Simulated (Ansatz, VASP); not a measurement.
**Two plane-wave programs on MgF2**

```
Mg F
1.0
     4.62202    0.00000    0.00000
     0.00000    4.62202    0.00000
     0.00000    0.00000    2.95473
Mg F
2 4
Direct
  0.00000 0.00000 0.00000
  0.50000 0.50000 0.50000
  0.30145 0.30145 0.00000
  0.19855 0.80145 0.50000
  0.80145 0.19855 0.50000
  0.69855 0.69855 0.00000
```

Change from the starting cell: uniaxial_z strain -3.0%.

Alike in both runs: task single point; functional HSE06; k mesh 4 × 4 × 6; no spin polarisation.

|  | VASP | Ansatz |
| --- | --- | --- |
| version | VASP 6.6.1 | Ansatz 0.2.0 |
| potentials or method | VASP PAW PBE potentials, release 64 (Mg, F) | plane waves, PAW |
| plane-wave cutoff (eV) | 520 | 420 |
| occupations | gaussian, width 0.01 eV | fixed |
| valence electrons in the cell | 32 | 48 |

|  | VASP | Ansatz | Ansatz less VASP |
| --- | --- | --- | --- |
| gap on the k mesh at the Fermi level (eV) | 9.67 | 9.73 | +0.062 |
| pressure (GPa) | 4.5 | 4.8 | +0.34 |
| traceless stress, the component that is largest in VASP (GPa) | 3.10 | 3.04 | -0.054 |
| rms of the force components (eV/Å) | 0.009 | 0.014 | +0.0041 |

Atom by atom the forces differ by 0.004 eV/Å (rms over components). VASP's potentials hold 32 valence electrons a cell and Ansatz's 48, so a difference there can come from the potentials and not from the codes. Ansatz's warnings: stress exchange threshold loose, stress scf threshold loose.
